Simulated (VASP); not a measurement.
**LiCl: single point with PBE**

The system is LiCl.

```xyz
2
Lattice="0.0547 2.7877 2.7877 2.7877 0.0547 2.7877 2.7877 2.7877 0.0547" Properties=species:S:1:pos:R:3 pbc="T T T"
Li    0.0098    0.0098    0.0098
Cl    1.3977    1.3977    1.3977
```

This cell differs from its parent crystal: strain along [111] +3.0%.

```yaml
Program: VASP 6.6.1
Task: single point
Functional: PBE
Potentials_or_basis: VASP PAW PBE potentials, release 64 (Li_sv, Cl)
Cutoff: 520 eV
k_mesh: 8 × 8 × 8
Occupations: fermi-dirac, width 0.02 eV
Spin: no spin polarisation
```

```
Band gap on the k mesh : 5.91 eV, direct
```

Forces on the atoms (eV/Å):
```
Li  -0.002 -0.002 -0.002
Cl   0.002  0.002  0.002
```

Levels at points of the mesh, in eV from the valence-band top:
```
           k point  band 2  band 3  band 4  band 5  band 6  band 7  band 8  band 9
(0.00, 0.00, 0.00)  -12.71   -0.12    0.00    0.00    5.91    9.89   10.21   10.21
(0.50, 0.00, 0.00)  -12.43   -1.98   -0.37   -0.31    8.25   10.14   10.29   10.58
(0.50, 0.50, 0.00)  -12.35   -1.62   -0.90   -0.78    6.61    9.59   13.16   13.68
(0.50, 0.50, 0.50)  -12.46   -1.98   -0.25   -0.25    8.26   10.42   10.42   10.46
```

Run time: 36 s on 1 thread of Intel(R) Xeon(R) Platinum 8488C (Sapphire Rapids), with other jobs on the host, peak memory 0.17 GiB.

Caveat: the cell differs from its parent crystal (strain along [111] +3.0%). A k mesh can miss the band edges.
